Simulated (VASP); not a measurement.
# Ge2Sb2Te5 (P-3m1) in VASP: single point with LDA

Aim: the single point of Ge2Sb2Te5 with LDA.

Program: VASP 6.6.1. These are calculated values, not measurements. Logs are shortened: lines on timing, memory, paths and dates and some standing lists are left out, and cuts for length are marked.

### 1 The cell of the first run

The structure is trigonal, space group P-3m1 (No. 164). Conventional cell: a = 4.135 Å, b = 4.135 Å, c = 17.335 Å, α = 90.00°, β = 90.00°, γ = 120.00°. Within 3.7 Å of Ge (site symmetry 3m) lie 3 Te at 2.78 Å and 3 Ge at 2.92 Å. Sb (site symmetry 3m) has 6 Te at 2.95 to 3.11 Å within 3.9 Å. Te (site symmetry -3m) has 6 Sb at 3.11 Å and 6 Te at 4.13 Å within 4.2 Å. Te (site symmetry 3m) has 3 Sb at 2.95 Å and 3 Te at 3.58 Å within 3.9 Å. Within 3.7 Å of Te (site symmetry 3m) lie 3 Ge at 2.78 Å and 3 Te at 3.58 Å.

### 2 Single point, LDA

INCAR reads:

```
SYSTEM = Ge2Sb2Te5
  ALGO = Normal
  EDIFF = 1E-7
  ENCUT = 520
  GGA = CA
  ISIF = 2
  ISMEAR = 0
  LASPH = .True.
  LCHARG = .False.
  LREAL = .False.
  LWAVE = .False.
  NBANDS = 44
  NELM = 80
  PREC = Accurate
  SIGMA = 0.05
```

KPOINTS reads:

```
k-points
0
Gamma
  10 10 2
  0 0 0
```

POSCAR reads:

```
Ge2Sb2Te5
1.0
    4.1349400957      0.0000000000      0.0000000000
   -2.0674700478      3.5809631660      0.0000000000
    0.0000000000      0.0000000000     17.3354223344
Ge Sb Te
2 2 5
Direct
    0.3333333333      0.6666666667      0.4514350620
    0.6666666667      0.3333333333      0.5485649380
    0.3333333333      0.6666666667      0.1149472102
    0.6666666667      0.3333333333      0.8850527898
    0.0000000000      0.0000000000      0.0000000000
    0.3333333333      0.6666666667      0.7847686749
    0.6666666667      0.3333333333      0.2152313251
    0.0000000000      0.0000000000      0.3691829141
    0.0000000000      0.0000000000      0.6308170859
```

Potentials or basis: VASP PAW LDA potentials, release 64 (Ge_d, Sb, Te).

The run is started by

```bash
cat potpaw_LDA.64/Ge_d/POTCAR potpaw_LDA.64/Sb/POTCAR potpaw_LDA.64/Te/POTCAR > POTCAR
mpirun -np 1 vasp_std > vasp.out
```

OUTCAR:

```text
SYSTEM = Ge2Sb2Te5
   EDIFF = 1E-7
   ENCUT = 520
   GGA = CA
   ISIF = 2
   ISMEAR = 0
   LASPH = .True.
   LREAL = .False.
   NELM = 80
   PREC = Accurate

 ion  position               nearest neighbor table
   1  0.333  0.667  0.451-   8 2.78   8 2.78   8 2.78
   2  0.667  0.333  0.549-   9 2.78   9 2.78   9 2.78
   3  0.333  0.667  0.115-   7 2.95   7 2.95   7 2.95   5 3.11   5 3.11   5 3.11
   4  0.667  0.333  0.885-   6 2.95   6 2.95   6 2.95   5 3.11   5 3.11   5 3.11
   5  0.000  0.000  0.000-   3 3.11   4 3.11   3 3.11   4 3.11   4 3.11   3 3.11
   6  0.333  0.667  0.785-   4 2.95   4 2.95   4 2.95   9 3.58   9 3.58   9 3.58
   7  0.667  0.333  0.215-   3 2.95   3 2.95   3 2.95   8 3.58   8 3.58   8 3.58
   8  0.000  0.000  0.369-   1 2.78   1 2.78   1 2.78   7 3.58   7 3.58   7 3.58
   9  0.000  0.000  0.631-   2 2.78   2 2.78   2 2.78   6 3.58   6 3.58   6 3.58

  LATTYP: Found a hexagonal cell.
 ALAT       =     4.1349400957
 C/A-ratio  =     4.1924240577

  Lattice vectors:

 A1 = (   4.1349400957,   0.0000000000,   0.0000000000)
 A2 = (  -2.0674700478,   3.5809631660,   0.0000000000)
 A3 = (   0.0000000000,   0.0000000000,  17.3354223344)

Analysis of symmetry for initial positions (statically):
=====================================================================
 Subroutine PRICEL returns:
 Original cell was already a primitive cell.

 Routine SETGRP: Setting up the symmetry group for a
 hexagonal supercell.

 Subroutine GETGRP returns: Found 12 space group operations
 (whereof 12 operations were pure point group operations)
 out of a pool of 24 trial point group operations.

The static configuration has the point symmetry D_3d.

Analysis of symmetry for dynamics (positions and initial velocities):
=====================================================================
 Subroutine PRICEL returns:
 Original cell was already a primitive cell.

 Routine SETGRP: Setting up the symmetry group for a
 hexagonal supercell.

 Subroutine GETGRP returns: Found 12 space group operations
 (whereof 12 operations were pure point group operations)
 out of a pool of 24 trial point group operations.

The dynamic configuration has the point symmetry D_3d.

 Subroutine INISYM returns: Found 12 space group operations
 (whereof 12 operations are pure point group operations),
 and found     1 'primitive' translations

----------------------------------------------------------------------------------------

                                     Primitive cell

  volume of cell :     256.6868

  direct lattice vectors                    reciprocal lattice vectors
     4.134940096  0.000000000  0.000000000     0.241841472  0.139627239  0.000000000
    -2.067470048  3.580963166  0.000000000     0.000000000  0.279254478  0.000000000
     0.000000000  0.000000000 17.335422334     0.000000000  0.000000000  0.057685355

  length of vectors
     4.134940096  4.134940096 17.335422334     0.279254478  0.279254478  0.057685355

  position of ions in fractional coordinates (direct lattice)
     0.333333333  0.666666667  0.451435062
     0.666666667  0.333333333  0.548564938
     0.333333333  0.666666667  0.114947210
     0.666666667  0.333333333  0.885052790
     0.000000000  0.000000000  0.000000000
     0.333333333  0.666666667  0.784768675
     0.666666667  0.333333333  0.215231325
     0.000000000  0.000000000  0.369182914
     0.000000000  0.000000000  0.630817086

  ion indices of the primitive-cell ions
   primitive index   ion index
                 1           1
                 2           2
                 3           3
                 4           4
                 5           5
                 6           6
                 7           7
                 8           8
                 9           9

----------------------------------------------------------------------------------------

 KPOINTS: k-points

Automatic generation of k-mesh.
 Grid dimensions read from file:
 generate k-points for:   10   10    2

 Generating k-lattice:

  Cartesian coordinates                     Fractional coordinates (reciprocal lattice)
     0.024184147  0.013962724  0.000000000     0.100000000 -0.000000000  0.000000000
     0.000000000  0.027925448  0.000000000     0.000000000  0.100000000  0.000000000
     0.000000000  0.000000000  0.028842678     0.000000000  0.000000000  0.500000000

  Length of vectors
     0.027925448  0.027925448  0.028842678

  Shift w.r.t. Gamma in fractional coordinates (k-lattice)
     0.000000000  0.000000000  0.000000000

 Subroutine IBZKPT returns following result:
 ===========================================

 Found     28 irreducible k-points:

 Following reciprocal coordinates:
            Coordinates               Weight
  0.000000  0.000000  0.000000      1.000000
  0.100000  0.000000  0.000000      6.000000
  0.200000  0.000000  0.000000      6.000000
  0.300000  0.000000  0.000000      6.000000
  0.400000  0.000000  0.000000      6.000000
  0.500000  0.000000  0.000000      3.000000
[... 16 lines left out ...]
  0.300000  0.100000  0.500000     12.000000
  0.400000  0.100000  0.500000     12.000000
 [... further k-points ...]
   k-points           NKPTS =     28   k-points in BZ     NKDIM =     28   number of bands    NBANDS=     44
   number of dos      NEDOS =    301   number of ions     NIONS =      9
   total plane-waves  NPLWV = 143360
   dimension x,y,z NGX =    32 NGY =   32 NGZ =  140
   dimension x,y,z NGXF=    64 NGYF=   64 NGZF=  280
   ions per type =               2   2   5
   NGX,Y,Z   is equivalent  to a cutoff of  12.87, 12.87, 13.43 a.u.
   NGXF,Y,Z  is equivalent  to a cutoff of  25.73, 25.73, 26.85 a.u.
 SYSTEM =  Ge2Sb2Te5
   PREC   = accura    normal or accurate (medium, high low for compatibility)
   ISTART =      0    job   : 0-new  1-cont  2-samecut
   ICHARG =      2    charge: 1-file 2-atom 10-const
   ISPIN  =      1    spin polarized calculation?
   LNONCOLLINEAR =      F non collinear calculations
   LSORBIT =      F    spin-orbit coupling
   LASPH  =      T    aspherical Exc in radial PAW
   ENCUT  =  520.0 eV  38.22 Ry    6.18 a.u.   7.69  7.69 32.23*2*pi/ulx,y,z
   NELM   =     80;   NELMIN=  2; NELMDL= -5     # of ELM steps
   EDIFF  = 0.1E-06   stopping-criterion for ELM
   LREAL  =      F    real-space projection
   EDIFFG = 0.1E-05   stopping-criterion for IOM
   NSW    =      0    number of steps for IOM
   IBRION =     -1    ionic relax: 0-MD 1-quasi-New 2-CG
   NFREE  =      0    steps in history (QN), initial steepest desc. (CG)
   ISIF   =      2    stress and relaxation
   ISYM   =      2    0-nonsym 1-usesym 2-fastsym
   POTIM  = 0.5000    time-step for ionic-motion
   TEBEG  =    0.0;   TEEND  =   0.0 temperature during run
   PSTRESS=    0.0 pullay stress
   NELECT =      68.0000    total number of electrons
   NUPDOWN=      -1.0000    fix difference up-down
   EMIN   =  10.00;   EMAX   =-10.00  energy-range for DOS
   EFERMI =   0.00;   METHOD = LEGACY
   ISMEAR =     0;   SIGMA  =   0.05  broadening in eV -4-tet -1-fermi 0-gaus
   EFERMI_NEDOS =   21; number of points for ismear=-14 and -15
   IALGO  =     38    algorithm
   IMIX   =      4    mixing-type and parameters
     AMIX     =   0.40;   BMIX     =  1.00
     AMIX_MAG =   1.60;   BMIX_MAG =  1.00
  volume/ion in A,a.u.               =      28.52       192.47
  Fermi-wavevector in a.u.,A,eV,Ry     =   1.051421  1.986898 15.041051  1.105486
  Thomas-Fermi vector in A             =   2.186463
   LORBIT       =      0    0 simple, 1 ext, 2 COOP (PROOUT), +10 PAW based schemes
   GGA     = CA    functional components
   LHFCALC =     F    Hartree Fock is set to
   AEXX    =    0.0000 exact exchange contribution
   IVDW    =     0    specifies the selected vdW correction
   LEPSILON=     F    determine dielectric tensor
   LRPA    =     F    only Hartree local field effects (RPA)
 non-spin polarized calculation
 Gauss-broadening in eV      SIGMA  =   0.05
  energy-cutoff  :      520.00
  volume of cell :      256.69
 maximum number of plane-waves:      6976
 NGX is ok and might be reduce to    32
   NGX = 15   NGY = 15   NGZ = 65

 number of electron      68.0000007 magnetization

 Free energy of the ion-electron system (eV)
  ---------------------------------------------------
  ext. energy  EPLUGINS =         0.00000000
  ---------------------------------------------------
  free energy    TOTEN  =       -39.76701838 eV

  energy without entropy =      -39.76611746  energy(sigma->0) =      -39.76656792

 E-fermi :   6.9270     XC(G=0):  -9.9105

 val. band max:        6.9228901418   @ k =   0.0000   0.0000   0.5000
 cond. band min:       6.9270507945   @ k =   0.0000   0.0000   0.0000
 fundamental gap:      0.0041606527
 Fermi energy:         6.9269794625

 k-point     1 :       0.0000    0.0000    0.0000
  band No.  band energies     occupation
      1     -18.2623      2.00000
      2     -18.2623      2.00000
      3     -18.2300      2.00000
      4     -18.2300      2.00000
      5     -18.2161      2.00000
      6     -18.1928      2.00000
[... 36 lines left out ...]
     43       8.8095      0.00000
     44       9.3391      0.00000

 k-point     2 :       0.1000    0.0000    0.0000
  band No.  band energies     occupation
      1     -18.2620      2.00000
      2     -18.2609      2.00000
      3     -18.2299      2.00000
      4     -18.2288      2.00000
      5     -18.2155      2.00000
      6     -18.1936      2.00000
[... 36 lines left out ...]
     43       9.2140      0.00000
     44       9.5907      0.00000

 k-point     3 :       0.2000    0.0000    0.0000
  band No.  band energies     occupation
      1     -18.2612      2.00000
      2     -18.2569      2.00000
      3     -18.2296      2.00000
      4     -18.2254      2.00000
      5     -18.2135      2.00000
      6     -18.1958      2.00000
[... 976 lines left out ...]
     43      10.1962      0.00000
     44      10.4448      0.00000

 k-point    24 :       0.4000    0.1000    0.5000
  band No.  band energies     occupation
      1     -18.2599      2.00000
      2     -18.2392      2.00000
      3     -18.2248      2.00000
      4     -18.2149      2.00000
      5     -18.2119      2.00000
      6     -18.2068      2.00000
[... 36 lines left out ...]
     43      10.0497      0.00000
     44      10.5465      0.00000

 [... further k-points ...]
[... 5 lines left out ...]
  --------------------------------------------------------------------------------------
  -------------------------------------------------------------------------------------
  Total        0.2515869      0.2515869      0.2585309      0.0000000      0.0000000      0.0000000
  in kB        1.5703452      1.5703452      1.6136878      0.0000000      0.0000000      0.0000000
  external PRESSURE =       1.5847928 kB  Pullay stress =       0.0000000 kB

 VOLUME and BASIS-vectors are now :
 -----------------------------------------------------------------------------
  energy-cutoff  :      520.00
  volume of cell :      256.69
      direct lattice vectors                 reciprocal lattice vectors
     4.134940096  0.000000000  0.000000000     0.241841472  0.139627239  0.000000000
    -2.067470048  3.580963166  0.000000000     0.000000000  0.279254478  0.000000000
     0.000000000  0.000000000 17.335422334     0.000000000  0.000000000  0.057685355

 POSITION                                       TOTAL-FORCE (eV/Angst)
 -----------------------------------------------------------------------------------
     -0.00000      2.38731      7.82582        -0.000000      0.000000      0.025925
      2.06747      1.19365      9.50960         0.000000     -0.000000     -0.025925
     -0.00000      2.38731      1.99266        -0.000000      0.000000     -0.043854
      2.06747      1.19365     15.34276        -0.000000     -0.000000      0.043854
      0.00000      0.00000      0.00000        -0.000000     -0.000000     -0.000000
     -0.00000      2.38731     13.60430        -0.000000      0.000000     -0.057454
      2.06747      1.19365      3.73113        -0.000000     -0.000000      0.057454
      0.00000      0.00000      6.39994        -0.000000      0.000000     -0.028919
      0.00000      0.00000     10.93548         0.000000     -0.000000      0.028919
 -----------------------------------------------------------------------------------
    total drift:                               -0.000000      0.000000      0.000000

  FREE ENERGIE OF THE ION-ELECTRON SYSTEM (eV)
  ---------------------------------------------------
  free  energy   TOTEN  =       -39.7670183800 eV

  energy  without entropy=      -39.7661174552  energy(sigma->0) =      -39.76656792
```

Run time: 9.6 min. Hardware: 1 thread of Oxide Virtual Turin-like, shared host; peak memory 0.44 GiB.

Results:

| Property | Result |
| --- | --- |
| Free energy | -39.7670 eV |
| Pressure | 0.2 GPa |
| Largest force | 0.057 eV/Å |
| Band gap on the k mesh | 0.02 eV (least direct gap 0.26 eV) |

Forces in eV/Å, atoms in the order of the input:
```
Ge   0.000  0.000  0.026
Ge   0.000  0.000 -0.026
Sb   0.000  0.000 -0.044
Sb   0.000  0.000  0.044
Te   0.000  0.000  0.000
Te   0.000  0.000 -0.057
Te   0.000  0.000  0.057
Te   0.000  0.000 -0.029
Te   0.000  0.000  0.029
```

Caveat: semilocal functionals underestimate gaps, and a narrow one can read as zero; spin-orbit coupling is left out, which moves the levels of the heavy elements. A k mesh can miss the band edges.
